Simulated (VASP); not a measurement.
A run of VASP 6.6.1 is set up as follows.

Contents of POSCAR:

```
SiC
1.0
    2.1781700297      2.1781700297      0.0000000000
   -2.1781700297      2.1781700297      0.0000000000
    0.0000000000      2.1781700297      2.1781700297
Si C
1 1
Direct
    0.0000000000      0.0000000000      0.0000000000
    0.7500000000      0.2500000000      0.5000000000
```

INCAR.step1

```
SYSTEM = SiC
PREC     = Accurate       ! precision mode
ENCUT    = 520            ! plane-wave cutoff, eV
ISMEAR   = -1             ! smearing method
SIGMA    = 0.1            ! smearing width, eV
LREAL    = .FALSE.        ! projectors in reciprocal space
LASPH    = .TRUE.         ! aspherical terms in the spheres
NELM     = 60             ! most SCF steps
NBANDS   = 11             ! bands
GGA      = PE             ! functional
ALGO     = Normal         ! electronic algorithm
EDIFF    = 1E-4           ! SCF threshold, eV
LWAVE    = .TRUE.         ! write WAVECAR
LCHARG   = .FALSE.        ! write CHGCAR
```

Contents of INCAR.step2:

```
SYSTEM = SiC
PREC     = Accurate       ! precision mode
ENCUT    = 520            ! plane-wave cutoff, eV
EDIFF    = 1E-6           ! SCF threshold, eV
ISMEAR   = -1             ! smearing method
SIGMA    = 0.1            ! smearing width, eV
LREAL    = .FALSE.        ! projectors in reciprocal space
LASPH    = .TRUE.         ! aspherical terms in the spheres
NELM     = 60             ! most SCF steps
ALGO     = Normal         ! electronic algorithm
ISIF     = 2              ! what is computed and relaxed
LWAVE    = .FALSE.        ! write WAVECAR
LCHARG   = .FALSE.        ! write CHGCAR
METAGGA  = R2SCAN         ! meta-GGA
LMIXTAU  = .TRUE.       
NBANDS   = 11             ! bands
ISTART   = 1
```

File KPOINTS:

```
Automatic mesh
0
G
  14 14 14
  0 0 0
```

Potentials or basis: VASP PAW PBE potentials, release 64 (Si, C).

The run is started by

```sh
$ cat potpaw_PBE.64/Si/POTCAR potpaw_PBE.64/C/POTCAR > POTCAR
$ cp INCAR.step1 INCAR
$ mpirun -np 1 vasp_std > vasp.out
$ cp INCAR.step2 INCAR
$ mpirun -np 1 vasp_std > vasp.out
```

Problem. What does it give for the band gap on the k mesh?

Solution. 1.72 eV, indirect (least direct gap 5.06 eV).

Problem. Estimate the pressure.

Solution. -0.2 GPa.

Caveat: the PAW data sets were made with another functional, which shifts forces and pressure a little. r2SCAN opens gaps a little over a GGA but as a rule still falls short of measured ones.
